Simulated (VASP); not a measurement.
## Ga: single point with LDA

Ga:

```
Ga
1.0
     2.20858   -3.74550   -0.33129
     2.20858    3.74550   -0.33129
    -0.66586    0.00000    4.77200
Ga
4
Direct
  0.15602 0.84398 0.08450
  0.65602 0.34398 0.41550
  0.84398 0.15602 0.91550
  0.34398 0.65602 0.58450
```

This cell differs from its parent crystal: engineering shear strain xz -0.3000, normal strain along z +0.0750.

```json
{"Program": "VASP 6.6.1", "Task": "single point", "Functional": "LDA", "Potentials or basis": "VASP PAW LDA potentials, release 64 (Ga_d)", "Cutoff": "520 eV", "k mesh": "10 × 10 × 10", "Occupations": "gaussian, width 0.15 eV", "Spin": "no spin polarisation"}
```

```
Pressure               : 1.8 GPa
Largest force          : 1.056 eV/Å
Band gap on the k mesh : zero (bands 26 and 27 overlap by 1.95 eV)
```

Forces in eV/Å, atoms in the order of the input:
```
Ga  -0.831 -0.235 -0.608
Ga   0.831 -0.235  0.608
Ga   0.831  0.235  0.608
Ga  -0.831  0.235 -0.608
```

Stress tensor (GPa, compression positive):
```
 4.87  0.00  7.14
 0.00 -1.07  0.00
 7.14  0.00  1.57
```

Levels at points of the mesh, in eV from the Fermi level:
| k point | band 22 | band 23 | band 24 | band 25 | band 26 | band 27 | band 28 | band 29 | band 30 | band 31 |
| --- | --- | --- | --- | --- | --- | --- | --- | --- | --- | --- |
| (0.00, 0.00, 0.00) | -4.46 | -4.24 | -1.40 | -0.55 | -0.51 | 0.69 | 1.43 | 1.73 | 1.74 | 4.35 |
| (0.50, 0.00, 0.00) | -8.38 | -4.67 | -3.30 | -2.18 | -0.78 | 0.21 | 2.58 | 2.99 | 3.47 | 5.85 |
| (0.50, 0.50, 0.00) | -7.53 | -3.45 | -3.03 | -2.10 | -1.72 | -0.02 | 1.27 | 1.36 | 1.55 | 7.58 |
| (0.00, 0.00, 0.50) | -9.40 | -1.55 | -1.55 | 0.00 | 0.00 | 2.27 | 2.27 | 2.50 | 2.50 | 3.94 |
| (0.50, 0.00, 0.50) | -7.06 | -5.81 | -5.32 | -2.06 | -0.62 | -0.06 | 1.45 | 4.93 | 4.99 | 7.41 |
| (0.50, 0.50, 0.50) | -7.64 | -5.71 | -5.71 | -1.99 | -1.99 | 1.28 | 1.28 | 6.38 | 6.38 | 6.55 |

Run time: 11 min on 1 thread of Oxide Virtual Turin-like Processor, on a shared host, peak memory 0.52 GiB.

Caveat: the cell differs from its parent crystal (engineering shear strain xz -0.3000, normal strain along z +0.0750); the stress differs along the axes, from -1 to 5 GPa; forces of over 1 eV/Å act on the atoms, so gaps and moduli don't describe the material at rest.
